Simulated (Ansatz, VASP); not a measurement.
# Two plane-wave programs on Na

```
CELL_PARAMETERS angstrom
7.07103 0.00000 0.00000
0.00000 7.07103 0.00000
0.00000 0.00000 7.07103
ATOMIC_POSITIONS crystal
Na 0.00000 0.00000 0.00000
```

Alike in both runs: task single point; functional PBEsol; k mesh 6 × 6 × 6; occupations gaussian, width 0.1 eV; no spin polarisation.

|  | VASP | Ansatz |
| --- | --- | --- |
| version | VASP 6.6.1 | Ansatz 0.2.0 |
| potentials or method | VASP PAW PBE potentials, release 64 (Na_pv), cutoff 520 eV | scalar-relativistic, plane waves, PAW |
| valence electrons in the cell | 7 | 9 |

|  | VASP | Ansatz | Ansatz less VASP |
| --- | --- | --- | --- |
| gap on the k mesh at the Fermi level (eV) | none | none | - |
| pressure (GPa) | -0.1 | -0.1 | 0.00 |

VASP's potentials were made for PBE, not for PBEsol. A gap of «none» marks a metal or a gap that the smearing closes. VASP's potentials hold 7 valence electrons a cell and Ansatz's 9, so a difference there can come from the potentials and not from the codes.
